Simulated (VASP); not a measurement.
Write the native input for VASP 6.6.1 that does the following.

| Quantity | Value |
| --- | --- |
| Task | single point |
| Functional | PBE |
| Potentials or basis | VASP PAW PBE potentials, release 64 (Tl_d, W_sv) |
| Cutoff | 520 eV |
| k mesh | 16 × 16 × 16 |
| Occupations | gaussian, width 0.1 eV |
| Spin | no spin polarisation |
| Dipole correction | no |
| Further INCAR settings | ALGO = Normal; EDIFF = 1e-06; NBANDS = 20 |

The structure of TlW lies in POSCAR:

```
TlW
1.0
    3.3617115550      0.0000000000      0.0000000000
    0.0000000000      3.3617115550      0.0000000000
    0.0000000000      0.0000000000      3.3617115550
Tl W
1 1
Direct
    0.0000000000      0.0000000000      0.0000000000
    0.5000000000      0.5000000000      0.5000000000
```

These files were run (other wordings do the same):

INCAR

```
ALGO = Normal ; EDIFF = 1E-6
ENCUT = 520 ; GGA = PE
ISIF = 2 ; ISMEAR = 0
LASPH = T ; LCHARG = F
LREAL = F ; LWAVE = F
NBANDS = 20 ; NELM = 100
PREC = Accurate ; SIGMA = 0.1
```

KPOINTS

```
k-points
0
Gamma
  16 16 16
```

Potentials or basis: VASP PAW PBE potentials, release 64 (Tl_d, W_sv).

Command:

```sh
$ cat potpaw_PBE.64/Tl_d/POTCAR potpaw_PBE.64/W_sv/POTCAR > POTCAR
$ mpirun -np 1 vasp_std > vasp.out
```

It gave:

| Quantity | Value |
| --- | --- |
| Pressure | 0.1 GPa |

Run time: 53 s on 1 thread of Intel(R) Xeon(R) Platinum 8488C (Sapphire Rapids), on a shared host, peak memory 0.25 GiB.
